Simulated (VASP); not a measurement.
Set up this calculation in VASP 6.6.1, as the native input.

```
Task                   : single point
Functional             : PBE
Potentials or basis    : VASP PAW PBE potentials, release 64 (C, O)
Cutoff                 : 520 eV
k mesh                 : 6 × 6 × 4
Occupations            : gaussian, width 0.1 eV
Spin                   : no spin polarisation
Dipole correction      : no
Further INCAR settings : ALGO = Normal; EDIFF = 1e-06; NBANDS = 34
```

The structure of CO2 lies in POSCAR:

```
CO2
1.0
    4.0701847287      0.0000000000      0.0000000000
   -2.0350923643      3.5248833732      0.0000000000
    0.0000000000      0.0000000000      4.6177685214
C O
3 6
Direct
    0.4652880033      0.0000000000      0.3333333333
    0.0000000000      0.4652880033      0.6666666667
    0.5347119967      0.5347119967      0.0000000000
    0.3930496875      0.2842833439      0.2362855441
    0.7157166561      0.1087663436      0.5696188774
    0.8912336564      0.6069503125      0.9029522108
    0.2842833439      0.3930496875      0.7637144559
    0.1087663436      0.7157166561      0.4303811226
    0.6069503125      0.8912336564      0.0970477892
```

One way to write it, as run:

INCAR

```
SYSTEM = CO2
PREC = Accurate
ENCUT = 520
EDIFF = 1E-6
ISMEAR = 0
SIGMA = 0.1
LREAL = .FALSE.
LASPH = .TRUE.
NELM = 100
ALGO = Normal
ISIF = 2
LWAVE = .FALSE.
LCHARG = .FALSE.
GGA = PE
NBANDS = 34
```

KPOINTS

```
regular mesh
0
G
  6 6 4
  0 0 0
```

Potentials or basis: VASP PAW PBE potentials, release 64 (C, O).

Launch:

```console
$ cat potpaw_PBE.64/C/POTCAR potpaw_PBE.64/O/POTCAR > POTCAR
$ mpirun -np 1 vasp_std > vasp.out
```

It gave:

* Pressure: 1.3 GPa
* Largest force: 0.053 eV/Å
* Band gap on the k mesh: 6.08 eV, indirect (least direct gap 6.23 eV)

It took 66 s on 1 thread of AMD EPYC 7R13, on a shared host, peak memory 0.16 GiB.
